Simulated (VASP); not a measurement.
# TiAl3 (Pmm2) in VASP: further runs, part 2 of 2

VASP 6.6.1.

### Step 5. Single point, PBE

File INCAR:

```
PREC = Accurate ; ENCUT = 520
EDIFF = 1E-7 ; ISMEAR = 0
SIGMA = 0.1 ; LREAL = F
LASPH = T ; NELM = 60
ALGO = Fast ; ISIF = 2
LWAVE = F ; LCHARG = T
GGA = PE ; LELF = T
LVHAR = T ; NBANDS = 18
```

File KPOINTS:

```
Automatic mesh
0
Gamma
  18 12 12
```

File POSCAR:

```
TiAl3
1.0
    2.8396770000      0.0000000000      0.0000000000
    0.0000000000      4.6812640000      0.0000000000
    0.0000000000      0.0000000000      4.9007420000
Ti Al
1 3
Direct
    0.0000000000      0.5000000000      0.1659160000
    0.5000000000      0.5000000000      0.6672710000
    0.5000000000      0.0000000000      0.3309120000
    0.0000000000      0.0000000000      0.8359000000
```

Potentials or basis: VASP PAW PBE potentials, release 64 (Ti_sv, Al).

Started as:

```console
$ cat potpaw_PBE.64/Ti_sv/POTCAR potpaw_PBE.64/Al/POTCAR > POTCAR
$ mpirun -np 1 vasp_std > vasp.out
```

OUTCAR:

```text
PREC = Accurate
   ENCUT = 520
   EDIFF = 1E-7
   ISMEAR = 0
   LREAL = F
   LASPH = T
   NELM = 60
   ISIF = 2
   GGA = PE

 ion  position               nearest neighbor table
   1  0.000  0.500  0.166-   2 2.83   2 2.83   2 2.84   2 2.84   4 2.85   4 2.85   3 2.85   3 2.85
                             3 2.85   3 2.85
   2  0.500  0.500  0.667-   1 2.83   1 2.83   1 2.84   1 2.84   4 2.86   4 2.86   4 2.86   4 2.86
                             3 2.86   3 2.86
   3  0.500  0.000  0.331-   4 2.81   4 2.81   4 2.85   4 2.85   1 2.85   1 2.85   1 2.85   1 2.85
                             2 2.86   2 2.86
   4  0.000  0.000  0.836-   3 2.81   3 2.81   1 2.85   1 2.85   3 2.85   3 2.85   2 2.86   2 2.86
                             2 2.86   2 2.86

  LATTYP: Found a simple orthorhombic cell.
 ALAT       =     2.8396770000
 B/A-ratio  =     1.6485198845
 C/A-ratio  =     1.7258096607

  Lattice vectors:

 A1 = (   2.8396770000,   0.0000000000,   0.0000000000)
 A2 = (   0.0000000000,   4.6812640000,   0.0000000000)
 A3 = (   0.0000000000,   0.0000000000,   4.9007420000)

Analysis of symmetry for initial positions (statically):
=====================================================================
[... 182 lines left out ...]
 fundamental gap:      0.0049009295
 Fermi energy:         8.0526745216

 k-point     1 :       0.0000    0.0000    0.0000
  band No.  band energies     occupation
      1     -48.4646      2.00000
      2     -24.7934      2.00000
      3     -24.7853      2.00000
      4     -24.4239      2.00000
      5      -2.0710      2.00000
      6       2.9884      2.00000
[... 481 lines left out ...]
      5      -1.3723      2.00000
      6       2.8178      2.00000
[... 10 lines left out ...]
     17      12.0590      0.00000
     18      14.5630      0.00000

 [... further k-points ...]

------------------------ aborting loop because EDIFF is reached ----------------------------------------

  FORCE on cell =-STRESS in cart. coord.  units (eV):
  Direction    XX          YY          ZZ          XY          YZ          ZX
  --------------------------------------------------------------------------------------
  -------------------------------------------------------------------------------------
  Total       -0.5019504      0.1252532      0.2437762      0.0000000      0.0000000      0.0000000
  in kB      -12.3446128      3.0803883      5.9952587      0.0000000      0.0000000      0.0000000
  external PRESSURE =      -1.0896553 kB  Pullay stress =       0.0000000 kB

 VOLUME and BASIS-vectors are now :
 -----------------------------------------------------------------------------
  energy-cutoff  :      520.00
  volume of cell :       65.15
      direct lattice vectors                 reciprocal lattice vectors
     2.839677000  0.000000000  0.000000000     0.352152727  0.000000000  0.000000000
     0.000000000  4.681264000  0.000000000     0.000000000  0.213617519  0.000000000
     0.000000000  0.000000000  4.900742000     0.000000000  0.000000000  0.204050734

 POSITION                                       TOTAL-FORCE (eV/Angst)
 -----------------------------------------------------------------------------------
      0.00000      2.34063      0.81311         0.000000      0.000000     -0.041476
      1.41984      2.34063      3.27012         0.000000      0.000000      0.000221
      1.41984      0.00000      1.62171         0.000000      0.000000      0.026101
      0.00000      0.00000      4.09653         0.000000      0.000000      0.015153
 -----------------------------------------------------------------------------------
    total drift:                                0.000000      0.000000      0.000558

  FREE ENERGIE OF THE ION-ELECTRON SYSTEM (eV)
  ---------------------------------------------------
  free  energy   TOTEN  =       -20.0386088593 eV

  energy  without entropy=      -20.0241692545  energy(sigma->0) =      -20.03138906
```

OSZICAR:

```text
N       E                     dE             d eps       ncg     rms          rms(c)
DAV:   1     0.132051761298E+03    0.13205E+03   -0.95233E+03 17640   0.109E+03
DAV:   2    -0.851717158058E+01   -0.14057E+03   -0.13719E+03 17898   0.295E+02
DAV:   3    -0.211048932555E+02   -0.12588E+02   -0.12403E+02 31244   0.730E+01
[... 24 lines left out ...]
RMM:  28    -0.200386082358E+02   -0.48873E-06   -0.52915E-06 21280   0.718E-03    0.122E-02
RMM:  29    -0.200386086246E+02   -0.38881E-06   -0.37254E-06 21404   0.651E-03    0.133E-02
RMM:  30    -0.200386088517E+02   -0.22714E-06   -0.26652E-06 19850   0.521E-03    0.132E-02
RMM:  31    -0.200386088773E+02   -0.25606E-07   -0.18991E-06 22642   0.571E-03    0.110E-02
RMM:  32    -0.200386088387E+02    0.38666E-07   -0.17219E-06 24845   0.777E-03    0.590E-03
RMM:  33    -0.200386088593E+02   -0.20633E-07   -0.96810E-07 19601   0.504E-03
   1 F= -.20038609E+02 E0= -.20031389E+02  d E =-.144396E-01
```

stdout:

```text
POSCAR found type information on POSCAR TiAl
 POSCAR found :  2 types and       4 ions
[... 59 lines left out ...]
WARNING in EDDRMM: call to ZHEGV failed, returncode =   6  3      7
 num prob  num prob WARNING in EDDRMM: call to ZHEGV failed, returncode =   8  4      3
 num prob  num prob  num prob  num prob  num prob  num prob  num prob RMM:  32    -0.200386088387E+02    0.38666E-07   -0.17219E-06 24845   0.777E-03    0.590E-03
 num prob WARNING in EDDRMM: call to ZHEGV failed, returncode =   6  3      9
 num prob  num prob  num prob  num prob  num prob  num prob  num prob  num prob  num prob  num prob  num prob  num prob  num prob  num prob  num prob  num prob  num prob  num prob  num prob  num prob  num prob  num prob  num prob  num prob  num prob  num prob  num prob  num prob  num prob WARNING in EDDRMM: call to ZHEGV failed, returncode =   8  4     18
 num prob  num prob  num prob  num prob  num prob  num prob RMM:  33    -0.200386088593E+02   -0.20633E-07   -0.96810E-07 19601   0.504E-03
```

Wall time 28 min (1 thread of Intel Xeon 8259CL, shared host); peak memory 0.61 GiB.

What came out:

- Free energy: -20.0386 eV
- Pressure: -0.1 GPa
- Largest force: 0.041 eV/Å
- Band gap on the k mesh: zero (an odd number of electrons rules out a gap without spin polarisation)

Forces on the atoms (eV/Å):
```
Ti   0.000  0.000 -0.041
Al   0.000  0.000  0.000
Al   0.000  0.000  0.026
Al   0.000  0.000  0.015
```

### Step 6. Summary

```tsv
k mesh	smearing	further INCAR settings	gap on the mesh (eV)	pressure (GPa)	largest force (eV/Å)
14 × 10 × 10	gaussian 0.2 eV	ALGO = Fast; EDIFF = 1e-06; NBANDS = 18	none	0.0	0.05
14 × 10 × 10	fermi-dirac 0.02 eV	ALGO = Fast; EDIFF = 1e-06; NBANDS = 18	none	-0.1	0.05
16 × 10 × 10	gaussian 0.1 eV	ALGO = Fast; EDIFF = 1e-06; NBANDS = 18	none	-0.1	0.05
18 × 12 × 12	gaussian 0.1 eV	ALGO = Fast; EDIFF = 1e-07; NBANDS = 18	none	-0.1	0.04
```

Alike in all rows: task single point; level PBE; potentials or basis VASP PAW PBE potentials, release 64 (Ti_sv, Al); no spin polarisation; cell as given; cutoff (eV) 520.

Total energies depend on the potentials used, so only differences within one code and one set of settings carry meaning.
